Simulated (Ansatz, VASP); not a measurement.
Two plane-wave programs on AlCo

```
Al Co
1.0
     2.73534    0.00000    0.00000
    -1.36767    2.36887    0.00000
     0.00000    0.00000    3.79616
Al Co
1 1
Direct
  0.00000 0.00000 0.50000
  0.66667 0.33333 0.00000
```

Change from the starting cell: species swapped into the LiPt type (P-6m2, No. 187).

Alike in both runs: functional PBE; k mesh 24 × 24 × 14; occupations gaussian, width 0.1 eV; collinear spin.

Ansatz relaxed the structure, and its values are those at the end. VASP's run is a single point on that final structure, the one shown.

|  | VASP | Ansatz |
| --- | --- | --- |
| version | VASP 6.6.1 | Ansatz 0.2.0 |
| potentials or method | VASP PAW PBE potentials, release 64 (Al, Co), cutoff 520 eV | scalar-relativistic, plane waves, PAW |
| valence electrons in the cell | 12 | 20 |

|  | VASP | Ansatz | Ansatz less VASP |
| --- | --- | --- | --- |
| gap on the k mesh at the Fermi level (eV) | none | none | - |
| pressure (GPa) | 0.0 | 0.0 | +0.05 |
| net moment per atom (μB) | 0.33 | 0.33 | +0.005 |
| size of the moment on the site where the two differ most (μB) | 0.70 | 0.73 | +0.022 |

Site moments also hang on the region over which each program counts them. A gap of «none» marks a metal or a gap that the smearing closes. VASP's potentials hold 12 valence electrons a cell and Ansatz's 20, so a difference there can come from the potentials and not from the codes.
